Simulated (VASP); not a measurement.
Wanted: the native input for a VASP 6.6.1 run.

| Quantity | Value |
| --- | --- |
| Task | single point |
| Functional | r2SCAN |
| Potentials or basis | VASP PAW PBE potentials, release 64 (Fe) |
| Cutoff | 520 eV |
| k mesh | 7 × 14 × 14 |
| Occupations | fermi-dirac, width 0.1 eV |
| Spin | collinear spin, ferromagnetic start |
| Starting moments | [3.17, 3.17] μB |
| Dipole correction | no |
| Further INCAR settings | ALGO = Normal; EDIFF = 1e-06; NBANDS = 19 |

Fe:

```xyz
2
Lattice="-2.9100 2.9100 2.9100 1.4550 -1.4550 1.4550 1.4550 1.4550 -1.4550" Properties=species:S:1:pos:R:3 pbc="T T T"
Fe    0.0000    0.0000    0.0000
Fe   -1.4550    1.4550    1.4550
```

The input as run:

POSCAR

```
Fe
1.0
   -2.9100000000      2.9100000000      2.9100000000
    1.4550000000     -1.4550000000      1.4550000000
    1.4550000000      1.4550000000     -1.4550000000
Fe
2
Direct
    0.0000000000      0.0000000000      0.0000000000
    0.5000000000      0.0000000000      0.0000000000
```

INCAR.step1

```
SYSTEM = Fe
ALGO = Normal ; EDIFF = 1E-4
ENCUT = 520 ; GGA = PE
ISMEAR = -1 ; ISPIN = 2
LASPH = .TRUE. ; LCHARG = .FALSE.
LMAXMIX = 4 ; LREAL = .FALSE.
LWAVE = .TRUE. ; MAGMOM = 3.17 3.17
NBANDS = 19 ; NELM = 150
PREC = Accurate ; SIGMA = 0.1
```

INCAR.step2

```
SYSTEM = Fe
ALGO = Normal ; EDIFF = 1E-6
ENCUT = 520 ; ISIF = 2
ISMEAR = -1 ; ISPIN = 2
ISTART = 1 ; LASPH = .TRUE.
LCHARG = .TRUE. ; LELF = .TRUE.
LMAXMIX = 4 ; LMIXTAU = .TRUE.
LORBIT = 11 ; LREAL = .FALSE.
LVHAR = .TRUE. ; LWAVE = .FALSE.
MAGMOM = 3.17 3.17 ; METAGGA = R2SCAN
NBANDS = 19 ; NELM = 150
PREC = Accurate ; SIGMA = 0.1
```

KPOINTS

```
k-points
0
G
  7 14 14
  0 0 0
```

Potentials or basis: VASP PAW PBE potentials, release 64 (Fe).

Launch:

```bash
$ cat potpaw_PBE.64/Fe/POTCAR > POTCAR
$ cp INCAR.step1 INCAR
$ mpirun -np 1 vasp_std > vasp.out
$ cp INCAR.step2 INCAR
$ mpirun -np 1 vasp_std > vasp.out
```

Results of the run:

```yaml
Pressure: -6.8 GPa
Net_moment: 5.44 μB per cell
Site_moments: Fe +2.80 μB
Valence_electrons_inside_the_program's_atomic_spheres: Fe 7.11
```

Caveat: the cell stands under tension; the PAW data sets were made with another functional, which shifts forces and pressure a little.

Wall time 8.9 min on 1 thread of Intel(R) Xeon(R) Platinum 8259CL CPU @ 2.50GHz (Skylake/Cascade Lake), on a shared host, peak memory 0.28 GiB.
